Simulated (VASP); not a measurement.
Set up this calculation in VASP 6.6.1, as the native input.

- Task: relaxation of the atoms
- Functional: PBE
- Potentials or basis: VASP PAW PBE potentials, release 64 (Si, N, C)
- Cutoff: 520 eV
- k mesh: 1 × 1 × 1
- Occupations: fermi-dirac, width 0.01 eV
- Spin: no spin polarisation
- Dipole correction: no
- Further INCAR settings: LREAL = Auto; ALGO = Normal; EDIFF = 1e-07; IBRION = 2; EDIFFG = -0.02; NSW = 90

The structure of Si12CN16 (a cell with a defect) (C interstitial hop between voids) lies in POSCAR:

```
Si12CN16
1.0
    7.6633883300      0.0000000000      0.0000000000
   -3.8316941700      6.6366889800      0.0000000000
    0.0000000000      0.0000000000      5.8522780000
Si N C
12 16 1
Direct
    0.2310993400      0.8249884700      0.3750000000
    0.4061108600      0.2310993400      0.1250000000
    0.8249884700      0.5938891400      0.1250000000
    0.1750115300      0.4061108600      0.3750000000
    0.5938891400      0.7689006600      0.3750000000
    0.7689006600      0.1750115300      0.1250000000
    0.2310993400      0.8249884700      0.8750000000
    0.4061108600      0.2310993400      0.6250000000
    0.8249884700      0.5938891400      0.6250000000
    0.1750115300      0.4061108600      0.8750000000
    0.5938891400      0.7689006600      0.8750000000
    0.7689006600      0.1750115300      0.6250000000
    0.3333333300      0.6666666700      0.3750000000
    0.6666666700      0.3333333300      0.1250000000
    0.9691753800      0.6699950300      0.3750000000
    0.2991803500      0.9691753800      0.1250000000
    0.6699950300      0.7008196500      0.1250000000
    0.3300049700      0.2991803500      0.3750000000
    0.0308246200      0.3300049700      0.1250000000
    0.7008196500      0.0308246200      0.3750000000
    0.3333333300      0.6666666700      0.8750000000
    0.6666666700      0.3333333300      0.6250000000
    0.9691753800      0.6699950300      0.8750000000
    0.2991803500      0.9691753800      0.6250000000
    0.6699950300      0.7008196500      0.6250000000
    0.3300049700      0.2991803500      0.8750000000
    0.0308246200      0.3300049700      0.6250000000
    0.7008196500      0.0308246200      0.8750000000
    0.0000000000      0.0000000000      0.0000000000
```

The input as run:

INCAR

```
PREC = Accurate ; ENCUT = 520
EDIFF = 1E-7 ; ISMEAR = -1
SIGMA = 0.01 ; LREAL = Auto
LASPH = T ; NELM = 60
ALGO = Normal ; ISIF = 2
LWAVE = F ; LCHARG = F
GGA = PE ; IBRION = 2
NSW = 90 ; EDIFFG = -0.02
```

KPOINTS

```
Automatic mesh
0
Gamma
  1 1 1
```

Potentials or basis: VASP PAW PBE potentials, release 64 (Si, N, C).

The run is started by

```console
$ cat potpaw_PBE.64/Si/POTCAR potpaw_PBE.64/N/POTCAR potpaw_PBE.64/C/POTCAR > POTCAR
$ mpirun -np 1 vasp_gam > vasp.out
```

It gave:

- Energy gained by relaxing: 5.7 meV/atom
- Ionic steps: 13
- Pressure after relaxing: 1.1 GPa
- Largest force after relaxing: 0.019 eV/Å
- Band gap on the k mesh: 0.07 eV

Caveat: the k points lie up to 1.07 Å⁻¹ apart.

It took 7.9 min on 1 thread of AMD EPYC 7R13 Processor (Zen 3) (shared host), peak memory 0.41 GiB.
